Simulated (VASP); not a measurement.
Here is a VASP 6.6.1 calculation.

INCAR

```
ALGO = Normal ; EDIFF = 1E-6
ENCUT = 600 ; GGA_COMPAT = False
ISIF = 2 ; ISMEAR = 0
LASPH = True ; LCHARG = True
LELF = True ; LREAL = False
LVHAR = True ; LWAVE = False
NBANDS = 11 ; NELM = 120
PREC = Accurate ; SIGMA = 0.02
```

File KPOINTS:

```
k-points
0
Gamma
  8 8 8
```

File POSCAR:

```
BeS
1.0
    0.0000000000      2.3980339669      2.3980339669
    2.3980339669      0.0000000000      2.3980339669
    2.3980339669      2.3980339669      0.0000000000
Be S
1 1
Direct
    0.0000000000      0.0000000000      0.0000000000
    0.2500000000      0.2500000000      0.2500000000
```

Potentials or basis: VASP PAW LDA potentials, release 64 (Be, S).

Launch:

```sh
$ cat potpaw_LDA.64/Be/POTCAR potpaw_LDA.64/S/POTCAR > POTCAR
$ mpirun -np 1 vasp_std > vasp.out
```

Q: Estimate the pressure.

A: 0.1 GPa.

Q: Estimate the band gap on the k mesh.

A: 2.83 eV, indirect (least direct gap 5.53 eV).

A k mesh can miss the band edges. A hybrid or GW would open this gap; LDA tends to underestimate it.
